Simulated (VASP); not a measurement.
HfO2: single point with PBE

HfO2:

```
Hf O
1.0
     0.00000    2.50054    2.50054
     2.50054    0.00000    2.50054
     2.50054    2.50054    0.00000
Hf O
1 2
Direct
  0.00000 0.00000 0.00000
  0.25000 0.25000 0.25000
  0.75000 0.75000 0.75000
```

```json
{
  "Program": "VASP 6.6.1",
  "Task": "single point",
  "Functional": "PBE",
  "Potentials or basis": "VASP PAW PBE potentials, release 64 (Hf_pv, O)",
  "Cutoff": "520 eV",
  "k mesh": "8 × 8 × 8",
  "Occupations": "gaussian, width 0.01 eV",
  "Spin": "no spin polarisation"
}
```

```
Pressure               : 11.7 GPa
Band gap on the k mesh : 3.91 eV, direct
```

Levels at points of the mesh, in eV from the valence-band top:
```
           k point  band 8  band 9  band 10  band 11  band 12  band 13  band 14  band 15
(0.00, 0.00, 0.00)   -5.60   -0.63    -0.63    -0.63     3.98     3.98     6.17    10.95
(0.50, 0.00, 0.00)   -3.10   -2.82    -1.88    -1.88     4.76     4.76     7.38     9.20
(0.50, 0.50, 0.00)   -3.55   -1.60    -1.60     0.00     3.91     5.73     7.02     8.53
```

It took 10 s on 1 thread of Intel(R) Xeon(R) 6975P-C (Granite Rapids), with other jobs on the host, peak memory 0.16 GiB.

Caveat: spin-orbit coupling is left out, which moves the levels of the heavy elements. A k mesh can miss the band edges.
